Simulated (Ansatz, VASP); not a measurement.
# Zn in VASP and in Ansatz

```
CELL_PARAMETERS angstrom
-1.58968 1.58968 1.58968
1.58968 -1.58968 1.58968
1.58968 1.58968 -1.58968
ATOMIC_POSITIONS crystal
Zn 0.00000 0.00000 0.00000
```

Alike in both runs: task single point; functional PBE0; k mesh 6 × 6 × 6; occupations fermi-dirac, width 0.05 eV; no spin polarisation.

```csv
,VASP,Ansatz
version,VASP 6.6.1,Ansatz 0.2.0
potentials or method,"VASP PAW PBE potentials, release 64 (Zn)",Ansatz PAW
plane-wave cutoff (eV),520,420
valence electrons in the cell,12,12
```

|  | VASP | Ansatz | Ansatz less VASP |
| --- | --- | --- | --- |
| gap on the k mesh at the Fermi level (eV) | none | none | - |
| pressure (GPa) | -2.8 | -2.7 | +0.05 |

A gap of «none» marks a metal or a gap that the smearing closes. With one functional, cell and mesh, what is left measures potentials, basis and numerics.

The k mesh is coarse, so the values compare programs but aren't converged.
